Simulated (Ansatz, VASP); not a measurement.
## One calculation of Ir2Pt, two programs

```
CELL_PARAMETERS angstrom
0.00000 3.63797 3.63797
3.63797 0.00000 3.63797
3.63797 3.63797 0.00000
ATOMIC_POSITIONS crystal
Ir 0.62500 0.62500 0.62500
Ir 0.12500 0.62500 0.62500
Ir 0.62500 0.62500 0.12500
Ir 0.62500 0.12500 0.62500
Pt 0.00000 0.00000 0.00000
Pt 0.25000 0.25000 0.25000
```

Alike in both runs: functional PBE; k mesh 4 × 4 × 4; occupations gaussian, width 0.1 eV; no spin polarisation.

Ansatz relaxed the structure, and its values are those at the end. VASP's run is a single point on that final structure, the one shown.

```csv
,VASP,Ansatz
version,VASP 6.6.1,Ansatz 0.2.0
potentials or method,"VASP PAW PBE potentials, release 64 (Ir, Pt), cutoff 520 eV","scalar-relativistic, plane waves, PAW"
valence electrons in the cell,56,104
```

|  | VASP | Ansatz | Ansatz less VASP |
| --- | --- | --- | --- |
| gap on the k mesh at the Fermi level (eV) | none | none | - |
| pressure (GPa) | 0.3 | 0.0 | -0.30 |

A gap of «none» marks a metal or a gap that the smearing closes. VASP's potentials hold 56 valence electrons a cell and Ansatz's 104, so a difference there can come from the potentials and not from the codes.

The k mesh is coarse, so the values compare programs but aren't converged. Neither program's run includes spin-orbit coupling.
